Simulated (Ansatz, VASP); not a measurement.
## GaSiP in VASP and in Ansatz

```
Ga Si P
1.0
     3.83605    0.00000    0.00000
     0.00000    3.83605    0.00000
     0.00000    0.00000    8.28724
Ga Si P
2 2 2
Direct
  0.50000 0.00000 0.19808
  0.00000 0.50000 0.80192
  0.50000 0.00000 0.48953
  0.00000 0.50000 0.51047
  0.00000 0.00000 0.00000
  0.50000 0.50000 0.00000
```

Alike in both runs: functional PBE; k mesh 10 × 10 × 6; occupations gaussian, width 0.1 eV; no spin polarisation.

Ansatz relaxed the structure, and its values are those at the end. VASP's run is a single point on that final structure, the one shown.

|  | VASP | Ansatz |
| --- | --- | --- |
| version | VASP 6.6.1 | Ansatz 0.2.0 |
| potentials or method | VASP PAW PBE potentials, release 64 (Ga_d, Si, P), cutoff 520 eV | scalar-relativistic, plane waves, PAW |
| valence electrons in the cell | 44 | 44 |

VASP gave:

| Property | Result |
| --- | --- |
| gap on the k mesh at the Fermi level (eV) | none |
| pressure (GPa) | 0.0 |
| rms of the force components (eV/Å) | 0.004 |

Task: What did Ansatz give for the same quantities?

Result: gap on the k mesh at the Fermi level (eV): none; pressure (GPa): 0.0; rms of the force components (eV/Å): 0.001.

A gap of «none» marks a metal or a gap that the smearing closes.
